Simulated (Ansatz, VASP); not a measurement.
**Ru: VASP beside Ansatz**

Contents of INCAR:

```
  PREC = Accurate
  ENCUT = 520
  EDIFF = 1E-6
  ISMEAR = 0
  SIGMA = 0.15
  LREAL = F
  LASPH = T
  NELM = 100
  ALGO = Fast
  ISIF = 2
  LWAVE = F
  LCHARG = T
  GGA = PE
  LELF = T
  LVHAR = T
  NBANDS = 21
```

The input KPOINTS:

```
regular mesh
0
Gamma
  24 24 14
```

File POSCAR:

```
Ru
1.0
    2.7200250908      0.0000000000      0.0000000000
   -1.3600125454      2.3556108275      0.0000000000
    0.0000000000      0.0000000000      4.5223498952
Ru
2
Direct
    0.3333333333      0.6666666667      0.2500000000
    0.6666666667      0.3333333333      0.7500000000
```

Input for Ansatz:

```yaml
crystal:
  lattice:
    - [2.7200250908, 0.0, 0.0]
    - [-1.3600125454, 2.3556108275, 0.0]
    - [0.0, 0.0, 4.5223498952]
  atoms:
    - { symbol: Ru, position: [0.3333333333, 0.6666666667, 0.25] }
    - { symbol: Ru, position: [0.6666666667, 0.3333333333, 0.75] }
basis:
  ecutwfc: 420
kpoints:
  mp_grid: { grid: [24, 24, 14] }
hamiltonian:
  xc: pbe
scf:
  occupations: { method: gaussian, width: 0.15 }
output:
  forces: true
  stress: true
  eigenvalues: true
```

Change from the starting cell: strain +0.0525 x Voigt [0, 0, 1, 0, 0, 0], atoms carried along.

Alike in both runs: task single point; functional PBE; k mesh 24 × 24 × 14; occupations gaussian, width 0.15 eV; no spin polarisation.

|  | VASP | Ansatz |
| --- | --- | --- |
| version | VASP 6.6.1 | Ansatz 0.2.0 |
| potentials or method | VASP PAW PBE potentials, release 64 (Ru_pv), cutoff 520 eV | scalar-relativistic, plane waves, PAW |
| valence electrons in the cell | 28 | 32 |

Ansatz gave:

| Item | Value |
| --- | --- |
| gap on the k mesh at the Fermi level (eV) | none |
| pressure (GPa) | -13.7 |
| traceless stress, the component that is largest in VASP (GPa) | -13.64 |

Question: Which values does VASP return?

Answer: gap on the k mesh at the Fermi level (eV): none; pressure (GPa): -13.8; traceless stress, the component that is largest in VASP (GPa): -13.62.

A gap of «none» marks a metal or a gap that the smearing closes. VASP's potentials hold 28 valence electrons a cell and Ansatz's 32, so a difference there can come from the potentials and not from the codes.
